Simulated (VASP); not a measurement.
# AlNi3 (R-3m) in VASP: notebook

AlNi3 is run at these levels: PBEsol; tasks: single point.

All numbers are computed with VASP 6.6.1; they aren't measurements. Logs are shortened: lines on timing, memory, paths and dates and some standing lists are left out, and cuts for length are marked.

## (1) The cell of the first run

It takes space group R-3m (No. 166, trigonal). The conventional cell has a = 4.104 Å, b = 4.104 Å, c = 9.013 Å, α = 90.00°, β = 90.00°, γ = 120.00°. Al (site symmetry -3m) has 14 Ni at 2.25 to 2.81 Å within 3.0 Å. Ni (site symmetry 3m) has 4 Al at 2.25 to 2.49 Å and 10 Ni at 2.25 to 2.81 Å within 3.0 Å. Within 3.0 Å of Ni (site symmetry -3m) lie 8 Ni at 2.25 to 2.49 Å and 6 Al at 2.81 Å.

## (2) Single point, PBEsol (10.96 Å³/atom)

The input, INCAR:

```
SYSTEM = AlNi3
  PREC = Accurate
  ENCUT = 520
  EDIFF = 1E-7
  ISMEAR = 0
  SIGMA = 0.15
  LREAL = .FALSE.
  LASPH = .TRUE.
  NELM = 60
  ALGO = Fast
  ISIF = 2
  LWAVE = .FALSE.
  LCHARG = .FALSE.
  GGA = PS
  NBANDS = 24
```

The input, KPOINTS:

```
regular mesh
0
G
  14 14 14
  0 0 0
```

The input, POSCAR:

```
AlNi3
1.0
   -0.2000456350      2.7019703472      2.7019703472
    2.7019703472     -0.2000456350      2.7019703472
    2.7019703472      2.7019703472     -0.2000456350
Al Ni
1 3
Direct
    0.5000000000      0.5000000000      0.5000000000
    0.2500000000      0.2500000000      0.2500000000
    0.0000000000      0.0000000000      0.0000000000
    0.7500000000      0.7500000000      0.7500000000
```

Potentials or basis: VASP PAW PBE potentials, release 64 (Al, Ni).

Run with:

```console
$ cat potpaw_PBE.64/Al/POTCAR potpaw_PBE.64/Ni/POTCAR > POTCAR
$ mpirun -np 1 vasp_std > vasp.out
```

OUTCAR:

```text
SYSTEM = AlNi3
   PREC = Accurate
   ENCUT = 520
   EDIFF = 1E-7
   ISMEAR = 0
   LREAL = .FALSE.
   LASPH = .TRUE.
   NELM = 60
   ISIF = 2
   GGA = PS

 ion  position               nearest neighbor table
   1  0.500  0.500  0.500-   2 2.25   4 2.25   2 2.49   4 2.49   2 2.49   2 2.49   4 2.49   4 2.49
                             3 2.81   3 2.81   3 2.81   3 2.81   3 2.81   3 2.81
   2  0.250  0.250  0.250-   1 2.25   3 2.25   3 2.49   1 2.49   3 2.49   3 2.49   1 2.49   1 2.49
                             4 2.81   4 2.81   4 2.81   4 2.81   4 2.81   4 2.81
   3  0.000  0.000  0.000-   2 2.25   4 2.25   4 2.49   2 2.49   4 2.49   4 2.49   2 2.49   2 2.49
                             1 2.81   1 2.81   1 2.81   1 2.81   1 2.81   1 2.81
   4  0.750  0.750  0.750-   1 2.25   3 2.25   1 2.49   3 2.49   1 2.49   1 2.49   3 2.49   3 2.49
                             2 2.81   2 2.81   2 2.81   2 2.81   2 2.81   2 2.81

  LATTYP: Found a trigonal (rhomboedric) cell.
 ALAT       =     3.8263959244
 COS(alpha) =     0.4247987923

  Lattice vectors:

 A1 = (  -0.2000456350,   2.7019703472,   2.7019703472)
 A2 = (   2.7019703472,  -0.2000456350,   2.7019703472)
 A3 = (   2.7019703472,   2.7019703472,  -0.2000456350)

Analysis of symmetry for initial positions (statically):
=====================================================================
 Subroutine PRICEL returns:
 Original cell was already a primitive cell.

 Routine SETGRP: Setting up the symmetry group for a
 trigonal (rhombohedral) supercell.

 Subroutine GETGRP returns: Found 12 space group operations
 (whereof 12 operations were pure point group operations)
 out of a pool of 12 trial point group operations.

The static configuration has the point symmetry D_3d.

Analysis of symmetry for dynamics (positions and initial velocities):
=====================================================================
 Subroutine PRICEL returns:
 Original cell was already a primitive cell.

 Routine SETGRP: Setting up the symmetry group for a
 trigonal (rhombohedral) supercell.

 Subroutine GETGRP returns: Found 12 space group operations
 (whereof 12 operations were pure point group operations)
 out of a pool of 12 trial point group operations.

The dynamic configuration has the point symmetry D_3d.

 Subroutine INISYM returns: Found 12 space group operations
 (whereof 12 operations are pure point group operations),
 and found     1 'primitive' translations

----------------------------------------------------------------------------------------

                                     Primitive cell
[... 92 lines left out ...]
   LASPH  =      T    aspherical Exc in radial PAW
   ENCUT  =  520.0 eV  38.22 Ry    6.18 a.u.   7.11  7.11  7.11*2*pi/ulx,y,z
   NELM   =     60;   NELMIN=  2; NELMDL= -5     # of ELM steps
   EDIFF  = 0.1E-06   stopping-criterion for ELM
   LREAL  =      F    real-space projection
   EDIFFG = 0.1E-05   stopping-criterion for IOM
   NSW    =      0    number of steps for IOM
   IBRION =     -1    ionic relax: 0-MD 1-quasi-New 2-CG
   NFREE  =      0    steps in history (QN), initial steepest desc. (CG)
   ISIF   =      2    stress and relaxation
   ISYM   =      2    0-nonsym 1-usesym 2-fastsym
   POTIM  = 0.5000    time-step for ionic-motion
   TEBEG  =    0.0;   TEEND  =   0.0 temperature during run
   PSTRESS=    0.0 pullay stress
   NELECT =      33.0000    total number of electrons
   NUPDOWN=      -1.0000    fix difference up-down
   EMIN   =  10.00;   EMAX   =-10.00  energy-range for DOS
   EFERMI =   0.00;   METHOD = LEGACY
   ISMEAR =     0;   SIGMA  =   0.15  broadening in eV -4-tet -1-fermi 0-gaus
   EFERMI_NEDOS =   21; number of points for ismear=-14 and -15
   IALGO  =     68    algorithm
   IMIX   =      4    mixing-type and parameters
     AMIX     =   0.40;   BMIX     =  1.00
     AMIX_MAG =   1.60;   BMIX_MAG =  1.00
  volume/ion in A,a.u.               =      10.96        73.94
  Fermi-wavevector in a.u.,A,eV,Ry     =   1.489373  2.814507 30.180872  2.218232
  Thomas-Fermi vector in A             =   2.602290
   LORBIT       =      0    0 simple, 1 ext, 2 COOP (PROOUT), +10 PAW based schemes
   GGA     = PS    functional components
   LHFCALC =     F    Hartree Fock is set to
   AEXX    =    0.0000 exact exchange contribution
   IVDW    =     0    specifies the selected vdW correction
   LEPSILON=     F    determine dielectric tensor
   LRPA    =     F    only Hartree local field effects (RPA)
 non-spin polarized calculation
 RMM-DIIS sequential band-by-band and
 Gauss-broadening in eV      SIGMA  =   0.15
  energy-cutoff  :      520.00
  volume of cell :       43.83
 maximum number of plane-waves:      1205
   NGX = 15   NGY = 15   NGZ = 15

 number of electron      32.9999978 magnetization

 Free energy of the ion-electron system (eV)
  ---------------------------------------------------
  ext. energy  EPLUGINS =         0.00000000
  ---------------------------------------------------
  free energy    TOTEN  =       -23.70703468 eV

  energy without entropy =      -23.67661220  energy(sigma->0) =      -23.69182344

 E-fermi :   9.8707     XC(G=0): -12.9758

 val. band max:        9.8674816645   @ k =  -0.2857   0.5000   0.2143
 cond. band min:       9.8771038817   @ k =  -0.2857  -0.4286   0.0714
 fundamental gap:      0.0096222172
 Fermi energy:         9.8706717998

 k-point     1 :       0.0000    0.0000    0.0000
  band No.  band energies     occupation
      1      -0.3692      2.00000
      2       6.2075      2.00000
      3       6.2075      2.00000
      4       6.2756      2.00000
      5       6.2756      2.00000
      6       6.4975      2.00000
[... 637 lines left out ...]
     23      17.7265      0.00000
     24      19.4389      0.00000

 [... further k-points ...]
[... 5 lines left out ...]
  --------------------------------------------------------------------------------------
  -------------------------------------------------------------------------------------
  Total        0.8898702      0.8898702      0.8898702      3.6835561      3.6835561      3.6835561
  in kB       32.5318771     32.5318771     32.5318771    134.6634526    134.6634526    134.6634526
  external PRESSURE =      32.5318771 kB  Pullay stress =       0.0000000 kB

 VOLUME and BASIS-vectors are now :
 -----------------------------------------------------------------------------
  energy-cutoff  :      520.00
  volume of cell :       43.83
      direct lattice vectors                 reciprocal lattice vectors
    -0.200045635  2.701970347  2.701970347    -0.165670776  0.178917264  0.178917264
     2.701970347 -0.200045635  2.701970347     0.178917264 -0.165670776  0.178917264
     2.701970347  2.701970347 -0.200045635     0.178917264  0.178917264 -0.165670776

 POSITION                                       TOTAL-FORCE (eV/Angst)
 -----------------------------------------------------------------------------------
      2.60195      2.60195      2.60195         0.000000     -0.000000     -0.000000
      1.30097      1.30097      1.30097         0.097218      0.097218      0.097218
      0.00000      0.00000      0.00000         0.000000     -0.000000     -0.000000
      3.90292      3.90292      3.90292        -0.097218     -0.097218     -0.097218
 -----------------------------------------------------------------------------------
    total drift:                                0.000000      0.000000      0.000000

  FREE ENERGIE OF THE ION-ELECTRON SYSTEM (eV)
  ---------------------------------------------------
  free  energy   TOTEN  =       -23.7070346800 eV

  energy  without entropy=      -23.6766122024  energy(sigma->0) =      -23.69182344
```

It took 8 min on 1 thread of Intel Xeon Platinum 8259CL at 2.50GHz (Skylake/Cascade Lake), shared host; peak memory 0.35 GiB.

Results:

```
Free energy            : -23.7070 eV
Pressure               : 3.3 GPa
Largest force          : 0.168 eV/Å
Band gap on the k mesh : zero (an odd number of electrons rules out a gap without spin polarisation)
```

Forces on the atoms (eV/Å):
```
Al   0.000  0.000  0.000
Ni   0.097  0.097  0.097
Ni   0.000  0.000  0.000
Ni  -0.097 -0.097 -0.097
```

Levels at points of the mesh, in eV from the Fermi level:
| k point | band 12 | band 13 | band 14 | band 15 | band 16 | band 17 | band 18 | band 19 | band 20 | band 21 |
| --- | --- | --- | --- | --- | --- | --- | --- | --- | --- | --- |
| (0.00, 0.00, 0.00) | -0.80 | -0.60 | -0.60 | -0.45 | -0.45 | 5.00 | 5.00 | 5.59 | 5.69 | 5.69 |
| (0.50, 0.00, 0.00) | -1.67 | -0.72 | -0.59 | -0.48 | -0.42 | -0.14 | 4.44 | 4.45 | 4.91 | 4.93 |
| (0.50, 0.50, 0.00) | -1.10 | -0.77 | -0.61 | -0.61 | -0.47 | -0.39 | -0.22 | -0.05 | 3.80 | 5.25 |
| (0.50, 0.50, 0.50) | -1.76 | -0.83 | -0.83 | -0.40 | -0.40 | -0.13 | 3.73 | 3.73 | 4.29 | 4.29 |

Caveat: the cell stands under pressure; the PAW data sets were made with another functional, which shifts forces and pressure a little. Spin polarisation is off, so any magnetic state and its effect on volume and gap are missing.

(Continued in part 2 of 2.)
